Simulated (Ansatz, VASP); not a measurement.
**One calculation of HfSiO4, two programs**

Contents of INCAR:

```
PREC = Accurate
ENCUT = 520
EDIFF = 1E-6
ISMEAR = 0
SIGMA = 0.02
LREAL = Auto
LASPH = True
NELM = 80
ALGO = Normal
ISIF = 2
LWAVE = False
LCHARG = False
GGA = PE
NBANDS = 138
```

Contents of KPOINTS:

```
Automatic mesh
0
Gamma
  2 2 2
```

File POSCAR:

```
HfSiO4
1.0
    0.0000000000     -6.6449050372      0.0000000000
    6.6449050372      0.0000000000      0.0000000000
   -3.3224525186      3.3224525186      9.0224219439
Hf Si O
6 6 24
Direct
    0.0000000000      0.0000000000      0.0000000000
    0.6666666667      0.6666666667      0.3333333333
    0.3333333333      0.3333333333      0.6666666667
    0.5833333333      0.0833333333      0.1666666667
    0.2500000000      0.7500000000      0.5000000000
    0.9166666667      0.4166666667      0.8333333333
    0.0833333333      0.5833333333      0.1666666667
    0.7500000000      0.2500000000      0.5000000000
    0.4166666667      0.9166666667      0.8333333333
    0.1666666667      0.1666666667      0.3333333333
    0.8333333333      0.8333333333      0.6666666667
    0.5000000000      0.5000000000      0.0000000000
    0.6238553626      0.4396462982      0.8792925965
    0.2905220293      0.1063129649      0.2126259298
    0.9571886960      0.7729796316      0.5459592631
    0.0229796316      0.7071886960      0.0459592631
    0.6896462982      0.3738553626      0.3792925965
    0.3563129649      0.0405220293      0.7126259298
    0.0229796316      0.3387705672      0.0459592631
    0.6896462982      0.0054372338      0.3792925965
    0.3563129649      0.6721039005      0.7126259298
    0.9221039005      0.1063129649      0.2126259298
    0.5887705672      0.7729796316      0.5459592631
    0.2554372338      0.4396462982      0.8792925965
    0.5603537018      0.3761446374      0.1207074035
    0.2270203684      0.0428113040      0.4540407369
    0.8936870351      0.7094779707      0.7873740702
    0.9594779707      0.6436870351      0.2873740702
    0.6261446374      0.3103537018      0.6207074035
    0.2928113040      0.9770203684      0.9540407369
    0.3278960995      0.6436870351      0.2873740702
    0.9945627662      0.3103537018      0.6207074035
    0.6612294328      0.9770203684      0.9540407369
    0.2270203684      0.4112294328      0.4540407369
    0.8936870351      0.0778960995      0.7873740702
    0.5603537018      0.7445627662      0.1207074035
```

Input for Ansatz:

```yaml
crystal:
  lattice:
    - [0.0, -6.6449050372, 0.0]
    - [6.6449050372, 0.0, 0.0]
    - [-3.3224525186, 3.3224525186, 9.0224219439]
  atoms:
    - { symbol: Hf, position: [0.0, 0.0, 0.0] }
    - { symbol: Hf, position: [0.6666666667, 0.6666666667, 0.3333333333] }
    - { symbol: Hf, position: [0.3333333333, 0.3333333333, 0.6666666667] }
    - { symbol: Hf, position: [0.5833333333, 0.0833333333, 0.1666666667] }
    - { symbol: Hf, position: [0.25, 0.75, 0.5] }
    - { symbol: Hf, position: [0.9166666667, 0.4166666667, 0.8333333333] }
    - { symbol: Si, position: [0.0833333333, 0.5833333333, 0.1666666667] }
    - { symbol: Si, position: [0.75, 0.25, 0.5] }
    - { symbol: Si, position: [0.4166666667, 0.9166666667, 0.8333333333] }
    - { symbol: Si, position: [0.1666666667, 0.1666666667, 0.3333333333] }
    - { symbol: Si, position: [0.8333333333, 0.8333333333, 0.6666666667] }
    - { symbol: Si, position: [0.5, 0.5, 0.0] }
    - { symbol: O, position: [0.6238553626, 0.4396462982, 0.8792925965] }
    - { symbol: O, position: [0.2905220293, 0.1063129649, 0.2126259298] }
    - { symbol: O, position: [0.957188696, 0.7729796316, 0.5459592631] }
    - { symbol: O, position: [0.0229796316, 0.707188696, 0.0459592631] }
    - { symbol: O, position: [0.6896462982, 0.3738553626, 0.3792925965] }
    - { symbol: O, position: [0.3563129649, 0.0405220293, 0.7126259298] }
    - { symbol: O, position: [0.0229796316, 0.3387705672, 0.0459592631] }
    - { symbol: O, position: [0.6896462982, 0.0054372338, 0.3792925965] }
    - { symbol: O, position: [0.3563129649, 0.6721039005, 0.7126259298] }
    - { symbol: O, position: [0.9221039005, 0.1063129649, 0.2126259298] }
    - { symbol: O, position: [0.5887705672, 0.7729796316, 0.5459592631] }
    - { symbol: O, position: [0.2554372338, 0.4396462982, 0.8792925965] }
    - { symbol: O, position: [0.5603537018, 0.3761446374, 0.1207074035] }
    - { symbol: O, position: [0.2270203684, 0.042811304, 0.4540407369] }
    - { symbol: O, position: [0.8936870351, 0.7094779707, 0.7873740702] }
    - { symbol: O, position: [0.9594779707, 0.6436870351, 0.2873740702] }
    - { symbol: O, position: [0.6261446374, 0.3103537018, 0.6207074035] }
    - { symbol: O, position: [0.292811304, 0.9770203684, 0.9540407369] }
    - { symbol: O, position: [0.3278960995, 0.6436870351, 0.2873740702] }
    - { symbol: O, position: [0.9945627662, 0.3103537018, 0.6207074035] }
    - { symbol: O, position: [0.6612294328, 0.9770203684, 0.9540407369] }
    - { symbol: O, position: [0.2270203684, 0.4112294328, 0.4540407369] }
    - { symbol: O, position: [0.8936870351, 0.0778960995, 0.7873740702] }
    - { symbol: O, position: [0.5603537018, 0.7445627662, 0.1207074035] }
basis:
  ecutwfc: 420
  xc_grid: 2
kpoints:
  mp_grid: { grid: [2, 2, 2], shift: [0.0, 0.0, 0.0] }
hamiltonian:
  xc: pbe
scf:
  occupations: { method: gaussian, width: 0.02 }
output:
  forces: true
  stress: true
  eigenvalues: true
  write_density: true
  write_potential: true
  elf: true
  volumetric_format: npy
```

Alike in both runs: task single point; functional PBE; k mesh 2 × 2 × 2; occupations gaussian, width 0.02 eV; no spin polarisation.

```csv
,VASP,Ansatz
version,VASP 6.6.1,Ansatz 0.2.0
potentials or method,"VASP PAW PBE potentials, release 64 (Hf_pv, Si, O), cutoff 520 eV","scalar-relativistic, plane waves, PAW"
valence electrons in the cell,228,324
```

```csv
,VASP,Ansatz,Ansatz less VASP
gap on the k mesh at the Fermi level (eV),5.27,5.32,+0.057
least direct gap on the mesh (eV),5.60,5.66,+0.062
pressure (GPa),-1.6,0.0,+1.60
"traceless stress, the component that is largest in VASP (GPa)",0.20,-0.04,-0.243
rms of the force components (eV/Å),0.082,0.008,-0.0742
```

Atom by atom the forces differ by 0.087 eV/Å (rms over components). VASP's potentials hold 228 valence electrons a cell and Ansatz's 324, so a difference there can come from the potentials and not from the codes.

The k mesh is coarse, so the values compare programs but aren't converged. Neither program's run includes spin-orbit coupling.
